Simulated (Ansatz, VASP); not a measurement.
## One calculation of Cd, two programs

```
Cd
1.0
     2.89551    0.00000    0.00000
    -1.44776    2.50759    0.00000
     0.00000    0.00000    5.53934
Cd
2
Direct
  0.33333 0.66667 0.25000
  0.66667 0.33333 0.75000
```

Alike in both runs: functional LDA; k mesh 18 × 18 × 8; occupations gaussian, width 0.1 eV; no spin polarisation.

Ansatz relaxed the structure, and its values are those at the end. VASP's run is a single point on that final structure, the one shown.

|  | VASP | Ansatz |
| --- | --- | --- |
| version | VASP 6.6.1 | Ansatz 0.2.0 |
| potentials or method | VASP PAW LDA potentials, release 64 (Cd_sv_GW), cutoff 540 eV | scalar-relativistic, plane waves, PAW |
| valence electrons in the cell | 40 | 40 |

```csv
,VASP,Ansatz,Ansatz less VASP
gap on the k mesh at the Fermi level (eV),none,none,-
pressure (GPa),-2.2,0.0,+2.21
```

LDA's correlation is that of Perdew and Zunger in VASP and of Perdew and Wang (1992) in Ansatz. A gap of «none» marks a metal or a gap that the smearing closes.
